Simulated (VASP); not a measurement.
AgI:

```xyz
2
Lattice="0.0000 3.2821 3.2821 3.2821 0.0000 3.2821 3.2821 3.2821 0.0000" Properties=species:S:1:pos:R:3 pbc="T T T"
Ag    0.0000    0.0000    0.0000
I     4.9231    4.9231    4.9231
```

```yaml
Program: VASP 6.6.1
Task: relaxation of cell and atoms
Functional: PBE
Potentials_or_basis: VASP PAW PBE potentials, release 64 (Ag, I)
Cutoff: 500 eV
k_mesh: 6 × 6 × 6
Occupations: fermi-dirac, width 0.02 eV
Spin: no spin polarisation
```

At the start: pressure 0.8 GPa; volume 35.36 Å³/atom.

Problem. Where does the relaxation end?

Solution. Over 7 steps the energy falls by 2.3 meV/atom and the volume is 36.35 Å³/atom (+2.8 %); space group F-43m (No. 216, to 0.1 Å) before and after.

The path:
| step | energy change (eV) | largest force (eV/Å) | pressure (GPa) | volume (Å³) |
| --- | --- | --- | --- | --- |
| 1 | 0.0000 | 0.0000 | 0.77 | 70.71 |
| 2 | -0.0046 | 0.0000 | 0.08 | 72.47 |
| 3 | -0.0046 | 0.0000 | 0.04 | 72.71 |
| 4 | -0.0044 | 0.0000 | -0.17 | 73.18 |
| 5 | -0.0046 | 0.0000 | -0.03 | 72.80 |
| 6 | -0.0046 | 0.0000 | -0.02 | 72.76 |
| 7 | -0.0046 | 0.0000 | 0.00 | 72.70 |

Final structure:
```
Ag I
1.0
     0.00000    3.31258    3.31258
     3.31258    0.00000    3.31258
     3.31258    3.31258    0.00000
Ag I
1 1
Cartesian
  3.3126 0.0000 3.3126
  4.9689 4.9689 4.9689
```
